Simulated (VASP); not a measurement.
Here is a VASP 6.6.1 calculation.

File INCAR:

```
  PREC = Accurate
  ENCUT = 520
  EDIFF = 1E-7
  ISMEAR = -1
  SIGMA = 0.05
  LREAL = F
  LASPH = T
  NELM = 80
  ALGO = Normal
  ISIF = 2
  LWAVE = F
  LCHARG = F
  NBANDS = 9
```

File KPOINTS:

```
Automatic mesh
0
Gamma
  17 17 17
```

Contents of POSCAR:

```
Se
1.0
   -1.4887141985      1.4887141985      1.4887141985
    1.4887141985     -1.4887141985      1.4887141985
    1.4887141985      1.4887141985     -1.4887141985
Se
1
Direct
    0.0000000000      0.0000000000      0.0000000000
```

Potentials or basis: VASP PAW LDA potentials, release 64 (Se).

Command:

```bash
$ cat potpaw_LDA.64/Se/POTCAR > POTCAR
$ mpirun -np 1 vasp_std > vasp.out
```

Q: Predict the band gap on the k mesh.

A: Zero (bands 3 and 4 overlap by 12.01 eV).

Q: Predict the pressure.

A: 73.2 GPa.

Caveat: the cell stands under pressure.
